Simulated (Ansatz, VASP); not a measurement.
Two plane-wave programs on SiO

```
Si O
1.0
     2.80697    0.00000    0.00000
     0.00000    2.80697    0.00000
     0.00000    0.00000    2.80697
Si O
1 1
Cartesian
  0.0000 0.0000 0.0000
  1.4035 1.4035 1.4035
```

Alike in both runs: functional PBE-based screened hybrid; k mesh 5 × 5 × 5; occupations fermi-dirac, width 0.05 eV; no spin polarisation.

```csv
,VASP,Ansatz
version,VASP 6.6.1,Ansatz 0.2.0
potentials or method,"VASP PAW PBE potentials, release 64 (Si, O)",Ansatz PAW
plane-wave cutoff (eV),520,420
valence electrons in the cell,10,10
task,single point,band structure
```

Ansatz gave:

| Quantity | Value |
| --- | --- |
| pressure (GPa) | -1.4 |

Task: What did VASP give for the same quantities?

Result: Pressure (GPa): -1.5.

VASP's potentials were made for PBE, not for PBE-based screened hybrid.

The k mesh is coarse, so the values compare programs but aren't converged.
